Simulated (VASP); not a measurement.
A run of VASP 6.6.1:

Contents of INCAR:

```
PREC = Accurate
ENCUT = 600
EDIFF = 1E-6
ISMEAR = 0
SIGMA = 0.1
LREAL = F
LASPH = T
NELM = 60
ALGO = Fast
ISIF = 3
LWAVE = F
LCHARG = F
GGA = PE
IBRION = 2
NSW = 65
EDIFFG = -0.01
```

Contents of KPOINTS:

```
regular mesh
0
Gamma
  18 18 5
```

File POSCAR:

```
Au
1.0
    2.9171320407      0.0000000000      0.0000000000
   -1.4585660203      2.5263104534      0.0000000000
    0.0000000000      0.0000000000      9.7780946048
Au
4
Direct
    0.0000000000      0.0000000000      0.0000000000
    0.3333333333      0.6666666667      0.2500000000
    0.0000000000      0.0000000000      0.5000000000
    0.6666666667      0.3333333333      0.7500000000
```

Potentials or basis: VASP PAW PBE potentials, release 64 (Au).

Launch:

```bash
$ cat potpaw_PBE.64/Au/POTCAR > POTCAR
$ mpirun -np 1 vasp_std > vasp.out
```

Hardware: 1 thread of AMD EPYC 9755 128-Core Processor, on a shared host.

Task: How long does it take, and how much memory?

Result: Wall time 18 min on 1 thread of AMD EPYC 9755 128-Core Processor (shared host), peak memory 0.31 GiB. Counts: scf iterations 60, k points 111, ion steps 9.
